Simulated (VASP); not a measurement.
**SbTeS: relaxation of cell and atoms with PBE**

The system is SbTeS.

```
Sb Te S
1.0
     3.81164    0.00000    0.00000
     0.00000    3.81164    0.00000
     0.00000    0.00000    6.18413
Sb Te S
1 1 1
Direct
  0.50000 0.50000 0.50000
  0.50000 0.50000 0.00000
  0.00000 0.00000 0.00000
```

* Program: VASP 6.6.1
* Task: relaxation of cell and atoms
* Functional: PBE
* Potentials or basis: VASP PAW PBE potentials, release 64 (Sb, Te, S)
* Cutoff: 600 eV
* k mesh: 12 × 12 × 8
* Occupations: gaussian, width 0.1 eV
* Spin: no spin polarisation
* Dipole correction: no
* Further INCAR settings: ALGO = Normal; EDIFF = 1e-06; IBRION = 2; EDIFFG = -0.01; NSW = 100; ISIF = 3

* Relaxed volume: 29.77 Å³/atom
* Relaxed cell: a = 3.797 Å, b = 3.797 Å, c = 6.196 Å, α = 90.00°, β = 90.00°, γ = 90.00°
* Space group after relaxing (to 0.05 Å): P4/mmm (No. 123)
* Energy gained by relaxing: 0.5 meV/atom
* Ionic steps: 6
* Pressure after relaxing: 0.0 GPa

The path:
```
step  energy change (eV)  largest force (eV/Å)  pressure (GPa)  volume (Å³)
   1              0.0000                0.0000           -0.35        89.85
   2             -0.0012                0.0000            0.19        88.99
   3             -0.0013                0.0000            0.07        89.19
   4             -0.0013                0.0000            0.06        89.20
   5             -0.0013                0.0000            0.05        89.22
   6             -0.0014                0.0000            0.00        89.32
```

Final structure:
```
Sb Te S
1.0
     3.79683    0.00000    0.00000
     0.00000    3.79683    0.00000
     0.00000    0.00000    6.19600
Sb Te S
1 1 1
Direct
  0.50000 0.50000 0.50000
  0.50000 0.50000 0.00000
  0.00000 0.00000 0.00000
```

Levels at points of the mesh, in eV from the Fermi level:
```csv
k point,band 5,band 6,band 7,band 8,band 9,band 10,band 11,band 12
"(0.00, 0.00, 0.00)",-4.68,-4.68,-0.64,1.74,1.74,3.00,3.79,3.79
"(0.50, 0.00, 0.00)",-2.68,-2.57,-2.54,-1.39,-1.15,-0.78,2.67,4.18
"(0.50, 0.50, 0.00)",-7.07,-3.70,-1.98,-1.30,-1.30,3.43,3.43,4.16
"(0.00, 0.00, 0.50)",-4.66,-3.58,-0.85,0.45,1.60,1.60,3.10,3.54
"(0.50, 0.00, 0.50)",-2.68,-1.55,-1.42,-1.29,-1.19,-0.91,0.36,2.31
"(0.50, 0.50, 0.50)",-7.03,-2.07,-1.67,-1.67,-0.68,0.62,4.83,4.83
```

Wall time 5.2 min on 1 thread of Intel(R) Xeon(R) Platinum 8375C CPU @ 2.90GHz (Ice Lake) (shared host), peak memory 0.39 GiB.

Caveat: spin-orbit coupling is left out, which moves the levels of the heavy elements.
